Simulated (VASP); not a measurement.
Write the native input for VASP 6.6.1 that does the following.

| Item | Value |
| --- | --- |
| Task | single point |
| Functional | PBEsol |
| Potentials or basis | VASP PAW PBE potentials, release 64 (Cu, Cl) |
| Cutoff | 520 eV |
| k mesh | 8 × 8 × 8 |
| Occupations | fermi-dirac, width 0.05 eV |
| Spin | no spin polarisation |
| Dipole correction | no |
| Further INCAR settings | ALGO = Normal; EDIFF = 1e-06; NBANDS = 20 |

The structure of CuCl2 lies in POSCAR:

```
CuCl2
1.0
   -2.2243841967      2.2243841967      6.7671902429
    2.2243841967     -2.2243841967      6.7671902429
    2.2243841967      2.2243841967     -6.7671902429
Cu Cl
1 2
Direct
    0.0000000000      0.0000000000      0.0000000000
    0.0000000000      0.5000000000      0.5000000000
    0.5000000000      0.0000000000      0.5000000000
```

One way to write it, as run:

INCAR

```
SYSTEM = CuCl2
ALGO = Normal
EDIFF = 1E-6
ENCUT = 520
GGA = PS
ISIF = 2
ISMEAR = -1
LASPH = .True.
LCHARG = .False.
LREAL = .False.
LWAVE = .False.
NBANDS = 20
NELM = 80
PREC = Accurate
SIGMA = 0.05
```

KPOINTS

```
k-points
0
Gamma
  8 8 8
  0 0 0
```

Potentials or basis: VASP PAW PBE potentials, release 64 (Cu, Cl).

Launch:

```bash
$ cat potpaw_PBE.64/Cu/POTCAR potpaw_PBE.64/Cl/POTCAR > POTCAR
$ mpirun -np 1 vasp_std > vasp.out
```

It gave:

```
Pressure               : 0.1 GPa
Band gap on the k mesh : zero (an odd number of electrons rules out a gap without spin polarisation)
```

Caveat: the PAW data sets were made with another functional, which shifts forces and pressure a little; an odd number of electrons without spin polarisation forces a metal; a magnetic or distorted state may lie lower.

Wall time 3.2 min on 1 thread of Intel(R) Xeon(R) 6975P-C (Granite Rapids), on a shared host, peak memory 0.5 GiB.
